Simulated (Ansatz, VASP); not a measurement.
**SnO in VASP and in Ansatz**

```
Sn O
1.0
     0.00000    2.73759    2.73759
     2.73759    0.00000    2.73759
     2.73759    2.73759    0.00000
Sn O
1 1
Cartesian
  0.0000 0.0000 0.0000
  1.3688 1.3688 1.3688
```

Alike in both runs: task electric field gradients; functional PBE; k mesh 12 × 12 × 12; occupations fermi-dirac, width 0.08 eV; no spin polarisation.

|  | VASP | Ansatz |
| --- | --- | --- |
| version | VASP 6.6.1 | Ansatz 0.2.0 |
| potentials or method | VASP PAW PBE potentials, release 64 (Sn_d, O) | PAW with Ansatz's default frozen-core files, scalar-relativistic |
| plane-wave cutoff (eV) | 520 | 420 |
| valence electrons in the cell | 20 | 20 |

|  | VASP | Ansatz | Ansatz less VASP |
| --- | --- | --- | --- |
| pressure (GPa) | 0.1 | 0.0 | -0.02 |
